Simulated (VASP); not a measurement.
# Hg (P6_3/mmc) in VASP: further runs

Hg is run at these levels: PBE+D3(BJ); tasks: single point.

Everything below comes from runs of VASP 6.6.1. Logs are shortened: lines on timing, memory, paths and dates and some standing lists are left out, and cuts for length are marked.

### Step 1. The cell of the first run

The structure is hexagonal, space group P6_3/mmc (No. 194). The conventional cell has a = 3.196 Å, b = 3.196 Å, c = 10.161 Å, α = 90.00°, β = 90.00°, γ = 120.00°. Hg (site symmetry -3m) has 12 Hg at 3.14 to 3.20 Å within 4.1 Å. Within 4.1 Å of Hg (site symmetry -6m2) lie 12 Hg at 3.14 to 3.20 Å.

### Step 2. Single point, PBE+D3(BJ) (volume scaled by 0.88, then relaxed in part)

Input file INCAR:

```
PREC     = Accurate       # precision mode
ENCUT    = 500            # plane-wave cutoff, eV
EDIFF    = 1E-6           # SCF threshold, eV
ISMEAR   = 0              # smearing method
SIGMA    = 0.1            # smearing width, eV
LREAL    = F              # projectors in reciprocal space
LASPH    = T              # aspherical terms in the spheres
NELM     = 120            # most SCF steps
ALGO     = Normal         # electronic algorithm
ISIF     = 2              # what is computed and relaxed
LWAVE    = F              # write WAVECAR
LCHARG   = F              # write CHGCAR
GGA      = PE             # functional
IVDW     = 12             # dispersion correction
NBANDS   = 32             # bands
GGA_COMPAT= F
```

Input file KPOINTS:

```
Automatic mesh
0
Gamma
  15 15 4
```

Input file POSCAR:

```
Hg
1.0
    3.1960022784      0.0000000000      0.0000000000
   -1.5980011392      2.7678191637      0.0000000000
    0.0000000000      0.0000000000     10.1609882268
Hg
4
Direct
    0.0000000000      0.0000000000      0.0000000000
    0.3333333333      0.6666666667      0.2500000000
    0.0000000000      0.0000000000      0.5000000000
    0.6666666667      0.3333333333      0.7500000000
```

Potentials or basis: VASP PAW PBE potentials, release 64 (Hg).

Run with:

```sh
> cat potpaw_PBE.64/Hg/POTCAR > POTCAR
> mpirun -np 1 vasp_std > vasp.out
```

OUTCAR:

```text
PREC = Accurate
   ENCUT = 500
   EDIFF = 1E-6
   ISMEAR = 0
   LREAL = F
   LASPH = T
   NELM = 120
   ISIF = 2
   GGA = PE
   IVDW = 12
 IVDW          = 12

 ion  position               nearest neighbor table
   1  0.000  0.000  0.000-   2 3.14   4 3.14   4 3.14   2 3.14   4 3.14   2 3.14
   2  0.333  0.667  0.250-   1 3.14   3 3.14   1 3.14   3 3.14   1 3.14   3 3.14
   3  0.000  0.000  0.500-   2 3.14   4 3.14   4 3.14   2 3.14   4 3.14   2 3.14
   4  0.667  0.333  0.750-   1 3.14   3 3.14   1 3.14   3 3.14   1 3.14   3 3.14

  LATTYP: Found a hexagonal cell.
 ALAT       =     3.1960022784
 C/A-ratio  =     3.1792806580

  Lattice vectors:

 A1 = (   3.1960022784,   0.0000000000,   0.0000000000)
 A2 = (  -1.5980011392,   2.7678191637,   0.0000000000)
 A3 = (   0.0000000000,   0.0000000000,  10.1609882268)

Analysis of symmetry for initial positions (statically):
=====================================================================
 Subroutine PRICEL returns:
 Original cell was already a primitive cell.

 Routine SETGRP: Setting up the symmetry group for a
 hexagonal supercell.

 Subroutine GETGRP returns: Found 24 space group operations
 (whereof 12 operations were pure point group operations)
 out of a pool of 24 trial point group operations.

The static configuration has the point symmetry D_3d.
 The point group associated with its full space group is D_6h.

Analysis of symmetry for dynamics (positions and initial velocities):
=====================================================================
 Subroutine PRICEL returns:
 Original cell was already a primitive cell.

 Routine SETGRP: Setting up the symmetry group for a
 hexagonal supercell.

 Subroutine GETGRP returns: Found 24 space group operations
 (whereof 12 operations were pure point group operations)
 out of a pool of 24 trial point group operations.

The dynamic configuration has the point symmetry D_3d.
 The point group associated with its full space group is D_6h.

 Subroutine INISYM returns: Found 24 space group operations
 (whereof 12 operations are pure point group operations),
 and found     1 'primitive' translations

----------------------------------------------------------------------------------------

                                     Primitive cell

  volume of cell :      89.8837

  direct lattice vectors                    reciprocal lattice vectors
     3.196002278  0.000000000  0.000000000     0.312890891  0.180647640  0.000000000
    -1.598001139  2.767819164  0.000000000     0.000000000  0.361295280  0.000000000
     0.000000000  0.000000000 10.160988227     0.000000000  0.000000000  0.098415624

  length of vectors
     3.196002278  3.196002278 10.160988227     0.361295280  0.361295280  0.098415624

  position of ions in fractional coordinates (direct lattice)
     0.000000000  0.000000000  0.000000000
     0.333333333  0.666666667  0.250000000
     0.000000000  0.000000000  0.500000000
     0.666666667  0.333333333  0.750000000

  ion indices of the primitive-cell ions
   primitive index   ion index
                 1           1
                 2           2
                 3           3
                 4           4

----------------------------------------------------------------------------------------

 KPOINTS: Automatic mesh

Automatic generation of k-mesh.
 Grid dimensions read from file:
 generate k-points for:   15   15    4

 Generating k-lattice:

  Cartesian coordinates                     Fractional coordinates (reciprocal lattice)
     0.020859393  0.012043176  0.000000000     0.066666667 -0.000000000  0.000000000
     0.000000000  0.024086352  0.000000000     0.000000000  0.066666667  0.000000000
     0.000000000  0.000000000  0.024603906     0.000000000  0.000000000  0.250000000

  Length of vectors
     0.024086352  0.024086352  0.024603906

  Shift w.r.t. Gamma in fractional coordinates (k-lattice)
     0.000000000  0.000000000  0.000000000

 Subroutine IBZKPT returns following result:
 ===========================================

 Found     81 irreducible k-points:

 Following reciprocal coordinates:
            Coordinates               Weight
  0.000000  0.000000  0.000000      1.000000
  0.066667 -0.000000  0.000000      6.000000
  0.133333 -0.000000  0.000000      6.000000
  0.200000 -0.000000  0.000000      6.000000
  0.266667 -0.000000  0.000000      6.000000
  0.333333 -0.000000  0.000000      6.000000
[... 16 lines left out ...]
  0.333333  0.200000  0.000000     12.000000
  0.400000  0.200000  0.000000      6.000000
 [... further k-points ...]
   k-points           NKPTS =     81   k-points in BZ     NKDIM =     81   number of bands    NBANDS=     32
   number of dos      NEDOS =    301   number of ions     NIONS =      4
   total plane-waves  NPLWV =  46080
   dimension x,y,z NGX =    24 NGY =   24 NGZ =   80
   dimension x,y,z NGXF=    48 NGYF=   48 NGZF=  160
   ions per type =               4
   NGX,Y,Z   is equivalent  to a cutoff of  12.48, 12.48, 13.09 a.u.
   NGXF,Y,Z  is equivalent  to a cutoff of  24.97, 24.97, 26.18 a.u.
 SYSTEM =  unknown system
   PREC   = accura    normal or accurate (medium, high low for compatibility)
   ISTART =      0    job   : 0-new  1-cont  2-samecut
   ICHARG =      2    charge: 1-file 2-atom 10-const
   ISPIN  =      1    spin polarized calculation?
   LNONCOLLINEAR =      F non collinear calculations
   LSORBIT =      F    spin-orbit coupling
   LASPH  =      T    aspherical Exc in radial PAW
   ENCUT  =  500.0 eV  36.75 Ry    6.06 a.u.   5.83  5.83 18.53*2*pi/ulx,y,z
   NELM   =    120;   NELMIN=  2; NELMDL= -5     # of ELM steps
   EDIFF  = 0.1E-05   stopping-criterion for ELM
   LREAL  =      F    real-space projection
   EDIFFG = 0.1E-04   stopping-criterion for IOM
   NSW    =      0    number of steps for IOM
   IBRION =     -1    ionic relax: 0-MD 1-quasi-New 2-CG
   NFREE  =      0    steps in history (QN), initial steepest desc. (CG)
   ISIF   =      2    stress and relaxation
   ISYM   =      2    0-nonsym 1-usesym 2-fastsym
   POTIM  = 0.5000    time-step for ionic-motion
   TEBEG  =    0.0;   TEEND  =   0.0 temperature during run
   PSTRESS=    0.0 pullay stress
   NELECT =      48.0000    total number of electrons
   NUPDOWN=      -1.0000    fix difference up-down
   EMIN   =  10.00;   EMAX   =-10.00  energy-range for DOS
   EFERMI =   0.00;   METHOD = LEGACY
   ISMEAR =     0;   SIGMA  =   0.10  broadening in eV -4-tet -1-fermi 0-gaus
   EFERMI_NEDOS =   21; number of points for ismear=-14 and -15
   IALGO  =     38    algorithm
   IMIX   =      4    mixing-type and parameters
     AMIX     =   0.40;   BMIX     =  1.00
     AMIX_MAG =   1.60;   BMIX_MAG =  1.00
  volume/ion in A,a.u.               =      22.47       151.64
  Fermi-wavevector in a.u.,A,eV,Ry     =   1.328194  2.509924 24.002045  1.764101
  Thomas-Fermi vector in A             =   2.457450
   LORBIT       =      0    0 simple, 1 ext, 2 COOP (PROOUT), +10 PAW based schemes
   GGA     = PE    functional components
   LHFCALC =     F    Hartree Fock is set to
   AEXX    =    0.0000 exact exchange contribution
   IVDW    =    12    specifies the selected vdW correction
   LEPSILON=     F    determine dielectric tensor
   LRPA    =     F    only Hartree local field effects (RPA)
 non-spin polarized calculation
 Gauss-broadening in eV      SIGMA  =   0.10
  energy-cutoff  :      500.00
  volume of cell :       89.88
 maximum number of plane-waves:      2302
 NGX is ok and might be reduce to    24
   NGX = 11   NGY = 11   NGZ = 37

 number of electron      48.0000013 magnetization

 Free energy of the ion-electron system (eV)
  ---------------------------------------------------
  ext. energy  EPLUGINS =         0.00000000
  ---------------------------------------------------
  free energy    TOTEN  =        -0.20115908 eV

  energy without entropy =       -0.19383424  energy(sigma->0) =       -0.19749666

 E-fermi :   3.0781     XC(G=0): -11.1390

 val. band max:        3.0458625047   @ k =   0.4667   0.0667   0.2500
 cond. band min:       3.0856605503   @ k =   0.3333   0.1333   0.2500
 fundamental gap:      0.0397980457
 Fermi energy:         3.0780754329

 k-point     1 :       0.0000    0.0000    0.0000
  band No.  band energies     occupation
      1      -6.3125      2.00000
      2      -5.1055      2.00000
      3      -5.0771      2.00000
      4      -5.0627      2.00000
      5      -4.0625      2.00000
      6      -4.0625      2.00000
[... 24 lines left out ...]
     31      16.3330      0.00000
     32      16.8714      0.00000

 k-point     2 :       0.0667   -0.0000    0.0000
  band No.  band energies     occupation
      1      -6.2100      2.00000
      2      -5.0477      2.00000
      3      -4.9897      2.00000
      4      -4.9747      2.00000
      5      -4.0908      2.00000
      6      -4.0822      2.00000
[... 24 lines left out ...]
     31      15.7415      0.00000
     32      15.9061      0.00000

 k-point     3 :       0.1333   -0.0000    0.0000
  band No.  band energies     occupation
      1      -5.9149      2.00000
      2      -4.8997      2.00000
      3      -4.7588      2.00000
      4      -4.7452      2.00000
      5      -4.2167      2.00000
      6      -4.1224      2.00000
[... 24 lines left out ...]
     31      14.0309      0.00000
     32      15.7683      0.00000

 k-point     4 :       0.2000   -0.0000    0.0000
  band No.  band energies     occupation
      1      -5.4826      2.00000
      2      -4.7650      2.00000
      3      -4.5691      2.00000
      4      -4.5238      2.00000
      5      -4.3757      2.00000
      6      -4.2754      2.00000
[... 24 lines left out ...]
     31      12.8880      0.00000
     32      14.9679      0.00000

 k-point     5 :       0.2667   -0.0000    0.0000
  band No.  band energies     occupation
      1      -5.1010      2.00000
      2      -4.7672      2.00000
      3      -4.6765      2.00000
      4      -4.5108      2.00000
      5      -4.4116      2.00000
      6      -4.4083      2.00000
[... 584 lines left out ...]
     31      10.0873      0.00000
     32      12.3698      0.00000

 k-point    22 :       0.2667    0.2000    0.0000
  band No.  band energies     occupation
      1      -4.7666      2.00000
      2      -4.7463      2.00000
      3      -4.5584      2.00000
      4      -4.4545      2.00000
      5      -4.3427      2.00000
      6      -4.2351      2.00000
[... 24 lines left out ...]
     31       9.1536      0.00000
     32      11.1343      0.00000

 k-point    23 :       0.3333    0.2000    0.0000
  band No.  band energies     occupation
      1      -4.8186      2.00000
      2      -4.8108      2.00000
      3      -4.6045      2.00000
      4      -4.4543      2.00000
      5      -4.2894      2.00000
      6      -4.2560      2.00000
[... 24 lines left out ...]
     31       8.7404      0.00000
     32       9.4559      0.00000

 k-point    24 :       0.4000    0.2000    0.0000
  band No.  band energies     occupation
      1      -4.8468      2.00000
      2      -4.8259      2.00000
      3      -4.6248      2.00000
      4      -4.4256      2.00000
      5      -4.3158      2.00000
      6      -4.2715      2.00000
[... 24 lines left out ...]
     31       8.4696      0.00000
     32       8.8305      0.00000

 [... further k-points ...]

------------------------ aborting loop because EDIFF is reached ----------------------------------------

 Edisp (eV)   -1.86371

 E8    (eV) :    -0.8432

  FORCE on cell =-STRESS in cart. coord.  units (eV):
  Direction    XX          YY          ZZ          XY          YZ          ZX
  --------------------------------------------------------------------------------------
  -------------------------------------------------------------------------------------
  Total       2.40155     2.40155     2.48171     0.00000    -0.00000     0.00000
  in kB      42.80766    42.80766    44.23657     0.00000    -0.00000     0.00000
  external pressure =       43.28 kB  Pullay stress =        0.00 kB

 VOLUME and BASIS-vectors are now :
 -----------------------------------------------------------------------------
  energy-cutoff  :      500.00
  volume of cell :       89.88
      direct lattice vectors                 reciprocal lattice vectors
     3.196002278  0.000000000  0.000000000     0.312890891  0.180647640  0.000000000
    -1.598001139  2.767819164  0.000000000     0.000000000  0.361295280  0.000000000
     0.000000000  0.000000000 10.160988227     0.000000000  0.000000000  0.098415624

 POSITION                                       TOTAL-FORCE (eV/Angst)
 -----------------------------------------------------------------------------------
      0.00000      0.00000      0.00000         0.000000      0.000000     -0.000000
     -0.00000      1.84521      2.54025         0.000000      0.000000      0.000000
      0.00000      0.00000      5.08049         0.000000      0.000000     -0.000000
      1.59800      0.92261      7.62074        -0.000000     -0.000000     -0.000000
 -----------------------------------------------------------------------------------
    total drift:                               -0.000000      0.000000     -0.000000

  FREE ENERGIE OF THE ION-ELECTRON SYSTEM (eV)
  ---------------------------------------------------
  free  energy   TOTEN  =        -2.0648723917 eV

  energy  without entropy=       -2.0575475545  energy(sigma->0) =       -2.06120997
```

Run time: 55 s. Hardware: 1 thread of Intel Xeon 6975P-C (Granite Rapids), shared host; peak memory 0.31 GiB.

What came out:

* Free energy: -2.0649 eV
* Pressure: 4.3 GPa
* Band gap on the k mesh: zero (band 24 reaches 3.47 eV, above the bottom of band 25 at 1.96 eV)
* Dispersion energy per atom: -0.466 eV

Caveat: spin-orbit coupling is left out, which moves the levels of the heavy elements; pairwise dispersion overbinds metals, which lowers pressure and volume.

(Part 1 of 2 ends here.)
